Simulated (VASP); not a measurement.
# RbBr (I4/mmm) in VASP: single point with PBE

Aim: the single point of RbBr with PBE.

All numbers are computed with VASP 6.6.1; they aren't measurements. Logs are shortened: lines on timing, memory, paths and dates and some standing lists are left out, and cuts for length are marked.

### 1 The cell of the first run

The structure is tetragonal, space group I4/mmm (No. 139). The conventional cell has a = 4.769 Å, b = 4.769 Å, c = 7.082 Å, α = 90.00°, β = 90.00°, γ = 90.00°. Within 4.4 Å of Rb (site symmetry 4/mmm) lie 6 Br at 3.37 to 3.54 Å. Within 4.4 Å of Br (site symmetry 4/mmm) lie 6 Rb at 3.37 to 3.54 Å.

### 2 Single point, PBE

Contents of INCAR:

```
SYSTEM = RbBr
PREC     = Accurate       ! precision mode
ENCUT    = 520            ! plane-wave cutoff, eV
EDIFF    = 1E-7           ! SCF threshold, eV
ISMEAR   = 0              ! smearing method
SIGMA    = 0.05           ! smearing width, eV
LREAL    = .False.        ! projectors in reciprocal space
LASPH    = .True.         ! aspherical terms in the spheres
NELM     = 60             ! most SCF steps
ALGO     = Normal         ! electronic algorithm
ISIF     = 2              ! what is computed and relaxed
LWAVE    = .False.        ! write WAVECAR
LCHARG   = .False.        ! write CHGCAR
GGA      = PE             ! functional
NBANDS   = 15             ! bands
```

Contents of KPOINTS:

```
Automatic mesh
0
Gamma
  6 6 6
  0 0 0
```

Contents of POSCAR:

```
RbBr
1.0
    0.0000000000      3.3722080732      3.5408184768
    3.3722080732      0.0000000000      3.5408184768
    3.3722080732      3.3722080732      0.0000000000
Rb Br
1 1
Direct
    0.0000000000      0.0000000000      0.0000000000
    0.5000000000      0.5000000000      0.5000000000
```

Potentials or basis: VASP PAW PBE potentials, release 64 (Rb_sv, Br).

Run with:

```console
> cat potpaw_PBE.64/Rb_sv/POTCAR potpaw_PBE.64/Br/POTCAR > POTCAR
> mpirun -np 1 vasp_std > vasp.out
```

OUTCAR:

```text
SYSTEM = RbBr
   PREC = Accurate
   ENCUT = 520
   EDIFF = 1E-7
   ISMEAR = 0
   LREAL = .False.
   LASPH = .True.
   NELM = 60
   ISIF = 2
   GGA = PE

 ion  position               nearest neighbor table
   1  0.000  0.000  0.000-   2 3.37   2 3.37   2 3.37   2 3.37   2 3.54   2 3.54
   2  0.500  0.500  0.500-   1 3.37   1 3.37   1 3.37   1 3.37   1 3.54   1 3.54

  LATTYP: Found a body centered tetragonal cell.
 ALAT       =     4.7690223923
 C/A-ratio  =     1.4849242405

  Lattice vectors:

 A1 = (  -3.3722080732,   0.0000000000,   3.5408184768)
 A2 = (   3.3722080732,   0.0000000000,   3.5408184768)
 A3 = (   0.0000000000,   3.3722080732,  -3.5408184768)

Analysis of symmetry for initial positions (statically):
=====================================================================
 Subroutine PRICEL returns:
 Original cell was already a primitive cell.

 Routine SETGRP: Setting up the symmetry group for a
 body centered tetragonal supercell.

 Subroutine GETGRP returns: Found 16 space group operations
 (whereof 16 operations were pure point group operations)
 out of a pool of 16 trial point group operations.

The static configuration has the point symmetry D_4h.

Analysis of symmetry for dynamics (positions and initial velocities):
=====================================================================
 Subroutine PRICEL returns:
 Original cell was already a primitive cell.

 Routine SETGRP: Setting up the symmetry group for a
 body centered tetragonal supercell.

 Subroutine GETGRP returns: Found 16 space group operations
 (whereof 16 operations were pure point group operations)
 out of a pool of 16 trial point group operations.

The dynamic configuration has the point symmetry D_4h.

 Subroutine INISYM returns: Found 16 space group operations
 (whereof 16 operations are pure point group operations),
 and found     1 'primitive' translations

----------------------------------------------------------------------------------------

                                     Primitive cell

  volume of cell :      80.5309

  direct lattice vectors                    reciprocal lattice vectors
     0.000000000  3.372208073  3.540818477    -0.148270803  0.148270803  0.141210289
     3.372208073  0.000000000  3.540818477     0.148270803 -0.148270803  0.141210289
     3.372208073  3.372208073  0.000000000     0.148270803  0.148270803 -0.141210289

  length of vectors
     4.889701706  4.889701706  4.769022392     0.252801914  0.252801914  0.252801914

  position of ions in fractional coordinates (direct lattice)
     0.000000000  0.000000000  0.000000000
     0.500000000  0.500000000  0.500000000

[... 83 lines left out ...]
   ISYM   =      2    0-nonsym 1-usesym 2-fastsym
   POTIM  = 0.5000    time-step for ionic-motion
   TEBEG  =    0.0;   TEEND  =   0.0 temperature during run
   PSTRESS=    0.0 pullay stress
   NELECT =      16.0000    total number of electrons
   NUPDOWN=      -1.0000    fix difference up-down
   EMIN   =  10.00;   EMAX   =-10.00  energy-range for DOS
   EFERMI =   0.00;   METHOD = LEGACY
   ISMEAR =     0;   SIGMA  =   0.05  broadening in eV -4-tet -1-fermi 0-gaus
   EFERMI_NEDOS =   21; number of points for ismear=-14 and -15
   IALGO  =     38    algorithm
   IMIX   =      4    mixing-type and parameters
     AMIX     =   0.40;   BMIX     =  1.00
     AMIX_MAG =   1.60;   BMIX_MAG =  1.00
  volume/ion in A,a.u.               =      40.27       271.72
  Fermi-wavevector in a.u.,A,eV,Ry     =   0.955273  1.805204 12.415941  0.912546
  Thomas-Fermi vector in A             =   2.084095
   LORBIT       =      0    0 simple, 1 ext, 2 COOP (PROOUT), +10 PAW based schemes
   GGA     = PE    functional components
   LHFCALC =     F    Hartree Fock is set to
   AEXX    =    0.0000 exact exchange contribution
   IVDW    =     0    specifies the selected vdW correction
   LEPSILON=     F    determine dielectric tensor
   LRPA    =     F    only Hartree local field effects (RPA)
 non-spin polarized calculation
 Gauss-broadening in eV      SIGMA  =   0.05
  energy-cutoff  :      520.00
  volume of cell :       80.53
 maximum number of plane-waves:      2185
   NGX = 19   NGY = 19   NGZ = 17

 number of electron      16.0000001 magnetization

 Free energy of the ion-electron system (eV)
  ---------------------------------------------------
  ext. energy  EPLUGINS =         0.00000000
  ---------------------------------------------------
  free energy    TOTEN  =        -6.08488587 eV

  energy without entropy =       -6.08488587  energy(sigma->0) =       -6.08488587

 E-fermi :  -1.4533     XC(G=0):  -7.2286

 val. band max:       -1.7345477071   @ k =   0.0000   0.0000   0.0000
 cond. band min:       2.6019025281   @ k =   0.0000   0.0000   0.0000
 fundamental gap:      4.3364502352
 Fermi energy:        -1.4533367662

 k-point     1 :       0.0000    0.0000    0.0000
  band No.  band energies     occupation
      1     -26.1636      2.00000
      2     -13.9373      2.00000
      3     -10.2440      2.00000
      4     -10.2440      2.00000
      5     -10.2409      2.00000
      6      -1.7863      2.00000
      7      -1.7345      2.00000
      8      -1.7345      2.00000
      9       2.6019      0.00000
     10       5.3374      0.00000
     11       5.6289      0.00000
     12       5.6289      0.00000
     13       6.3084      0.00000
     14       6.5369      0.00000
[... 401 lines left out ...]
      2     -13.9084      2.00000
      3     -10.3780      2.00000
      4     -10.3062      2.00000
      5     -10.2922      2.00000
      6      -2.2713      2.00000
      7      -2.0524      2.00000
      8      -1.9740      2.00000
      9       4.2563      0.00000
     10       5.5083      0.00000
     11       7.1400      0.00000
     12       7.7269      0.00000
     13       7.7884      0.00000
     14       8.6183      0.00000
     15       9.2616      0.00000

 [... further k-points ...]
[... 5 lines left out ...]
  --------------------------------------------------------------------------------------
  -------------------------------------------------------------------------------------
  Total        0.8215919      0.8215919      0.0614961      0.0000000      0.0000000      0.0000000
  in kB       16.3457302     16.3457302      1.2234764      0.0000000      0.0000000      0.0000000
  external PRESSURE =      11.3049790 kB  Pullay stress =       0.0000000 kB

 VOLUME and BASIS-vectors are now :
 -----------------------------------------------------------------------------
  energy-cutoff  :      520.00
  volume of cell :       80.53
      direct lattice vectors                 reciprocal lattice vectors
     0.000000000  3.372208073  3.540818477    -0.148270803  0.148270803  0.141210289
     3.372208073  0.000000000  3.540818477     0.148270803 -0.148270803  0.141210289
     3.372208073  3.372208073  0.000000000     0.148270803  0.148270803 -0.141210289

 POSITION                                       TOTAL-FORCE (eV/Angst)
 -----------------------------------------------------------------------------------
      0.00000      0.00000      0.00000         0.000000     -0.000000      0.000000
      3.37221      3.37221      3.54082        -0.000000      0.000000     -0.000000
 -----------------------------------------------------------------------------------
    total drift:                                0.000000      0.000000      0.000000

  FREE ENERGIE OF THE ION-ELECTRON SYSTEM (eV)
  ---------------------------------------------------
  free  energy   TOTEN  =        -6.0848858729 eV

  energy  without entropy=       -6.0848858729  energy(sigma->0) =       -6.08488587
```

stdout:

```text
POSCAR found type information on POSCAR RbBr
 POSCAR found :  2 types and       2 ions
 scaLAPACK will be used
 LDA part: xc-table for (Slater+PW92), standard interpolation
 POSCAR, INCAR and KPOINTS ok, starting setup
 FFT: planning ... GRIDC
 FFT: planning ... GRID_SOFT
 FFT: planning ... GRID
 WAVECAR not read
 entering main loop
```

Run time: 28 s. Hardware: 1 thread of Intel Xeon 6975P-C, shared host; peak memory 0.22 GiB.

Results:

```yaml
Free_energy: -6.0849 eV
Pressure: 1.1 GPa
Band_gap_on_the_k_mesh: 4.34 eV, direct
```
